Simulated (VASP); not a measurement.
Here is a VASP 6.6.1 calculation.

INCAR

```
SYSTEM = CdH6
PREC     = Accurate       ! precision mode
ENCUT    = 520            ! plane-wave cutoff, eV
EDIFF    = 1E-6           ! SCF threshold, eV
ISMEAR   = 0              ! smearing method
SIGMA    = 0.1            ! smearing width, eV
LREAL    = .False.        ! projectors in reciprocal space
LASPH    = .True.         ! aspherical terms in the spheres
NELM     = 100            ! most SCF steps
ALGO     = Normal         ! electronic algorithm
ISIF     = 2              ! what is computed and relaxed
LWAVE    = .False.        ! write WAVECAR
LCHARG   = .False.        ! write CHGCAR
GGA      = PE             ! functional
NBANDS   = 18             ! bands
```

Contents of KPOINTS:

```
Automatic mesh
0
Gamma
  4 4 4
  0 0 0
```

Contents of POSCAR:

```
CdH6
1.0
    5.3235842182      0.0000000000      0.0000000000
    0.0000000000      5.3235842182      0.0000000000
    0.0000000000      0.0000000000      5.3235842182
Cd H
1 6
Direct
    0.0000000000      0.0000000000      0.0000000000
    0.0704584000      0.5000000000      0.5000000000
    0.5000000000      0.0704584000      0.5000000000
    0.9295416000      0.5000000000      0.5000000000
    0.5000000000      0.9295416000      0.5000000000
    0.5000000000      0.5000000000      0.0704584000
    0.5000000000      0.5000000000      0.9295416000
```

Potentials or basis: VASP PAW PBE potentials, release 64 (Cd, H).

Command:

```sh
$ cat potpaw_PBE.64/Cd/POTCAR potpaw_PBE.64/H/POTCAR > POTCAR
$ mpirun -np 1 vasp_std > vasp.out
```

(1) What does it give for the largest force?

(2) What does it give for the band gap on the k mesh?

(3) What does it give for the pressure?

Results:

(1) 0.022 eV/Å.

(2) 3.37 eV.

(3) 0.2 GPa.
